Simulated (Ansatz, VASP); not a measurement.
Mg3ZrN in VASP and in Ansatz

```
Mg Zr N
1.0
     3.38470    0.00000    0.00000
    -1.69235    2.93124    0.00000
     0.00000    0.00000    9.41114
Mg Zr N
3 1 1
Direct
  0.66667 0.33333 0.23447
  0.66667 0.33333 0.76553
  0.00000 0.00000 0.00000
  0.00000 0.00000 0.50000
  0.33333 0.66667 0.00000
```

Change from the starting cell: species swapped into the GaFe3As type (P-6m2, No. 187).

Alike in both runs: functional PBE; k mesh 12 × 12 × 4; occupations gaussian, width 0.1 eV; no spin polarisation.

Ansatz relaxed the structure, and its values are those at the end. VASP's run is a single point on that final structure, the one shown.

```csv
,VASP,Ansatz
version,VASP 6.6.1,Ansatz 0.2.0
potentials or method,"VASP PAW PBE potentials, release 64 (Mg, Zr_sv, N), cutoff 520 eV","scalar-relativistic, plane waves, PAW"
valence electrons in the cell,23,47
```

```tsv
	VASP	Ansatz	Ansatz less VASP
gap on the k mesh at the Fermi level (eV)	none	none	-
pressure (GPa)	0.0	0.0	+0.06
```

A gap of «none» marks a metal or a gap that the smearing closes. With one functional, cell and mesh, what is left measures potentials, basis and numerics. VASP's potentials hold 23 valence electrons a cell and Ansatz's 47, so a difference there can come from the potentials and not from the codes.
